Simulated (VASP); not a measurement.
Crystal: PtSe2.

```xyz
3
Lattice="3.7240 0.0000 0.0000 -1.8620 3.2251 0.0000 0.0000 0.0000 5.0620" Properties=species:S:1:pos:R:3 pbc="T T T"
Pt    0.0000    0.0000    0.0000
Se    0.0000    2.1501    1.3389
Se    1.8620    1.0750    3.7231
```

- Program: VASP 6.6.1
- Task: relaxation of the atoms
- Functional: LDA
- Potentials or basis: VASP PAW LDA potentials, release 64 (Pt, Se)
- Cutoff: 520 eV
- k mesh: 10 × 10 × 8
- Occupations: gaussian, width 0.05 eV
- Spin: no spin polarisation

At the start: pressure -4.4 GPa; volume 20.27 Å³/atom.

Problem. How do energy, volume and symmetry change on relaxing?

Solution. Over 3 steps the energy falls by 11.2 meV/atom; space group P-3m1 (No. 164, to 0.1 Å) before and after.

The path:
```csv
step,energy change (eV),largest force (eV/Å),pressure (GPa)
1,0.0000,0.6062,-4.44
2,-0.0264,0.2905,-2.85
3,-0.0337,0.0078,-1.36
```

Final structure:
```yaml
crystal:
  lattice:
    - [3.72400, 0.00000, 0.00000]
    - [-1.86200, 3.22508, 0.00000]
    - [0.00000, 0.00000, 5.06200]
  atoms:
    - { symbol: Pt, position: [0.00000, 0.00000, 0.00000] }
    - { symbol: Se, position: [0.33333, 0.66667, 0.25386] }
    - { symbol: Se, position: [0.66667, 0.33333, 0.74614] }
```
